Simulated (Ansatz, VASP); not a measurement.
**One calculation of Zn2CdS3, two programs**

```
Zn Cd S
1.0
    -1.97218    1.97218    8.47790
     1.97218   -1.97218    8.47790
     1.97218    1.97218   -8.47790
Zn Cd S
2 1 3
Direct
  0.67202 0.67202 0.00000
  0.32798 0.32798 0.00000
  0.00000 0.00000 0.00000
  0.59462 0.09462 0.50000
  0.25000 0.75000 0.50000
  0.90538 0.40538 0.50000
```

Alike in both runs: functional PBE; k mesh 6 × 6 × 6; occupations gaussian, width 0.1 eV; no spin polarisation.

Ansatz relaxed the structure, and its values are those at the end. VASP's run is a single point on that final structure, the one shown.

|  | VASP | Ansatz |
| --- | --- | --- |
| version | VASP 6.6.1 | Ansatz 0.2.0 |
| potentials or method | VASP PAW PBE potentials, release 64 (Zn, Cd, S), cutoff 520 eV | scalar-relativistic, plane waves, PAW |
| valence electrons in the cell | 54 | 62 |

VASP gave:

| Quantity | Value |
| --- | --- |
| gap on the k mesh at the Fermi level (eV) | 1.54 |
| least direct gap on the mesh (eV) | 1.54 |
| pressure (GPa) | 0.2 |
| rms of the force components (eV/Å) | 0.008 |

Q: Which values does Ansatz return?

A: gap on the k mesh at the Fermi level (eV): 1.54; least direct gap on the mesh (eV): 1.54; pressure (GPa): 0.0; rms of the force components (eV/Å): 0.001.

VASP's potentials hold 54 valence electrons a cell and Ansatz's 62, so a difference there can come from the potentials and not from the codes.
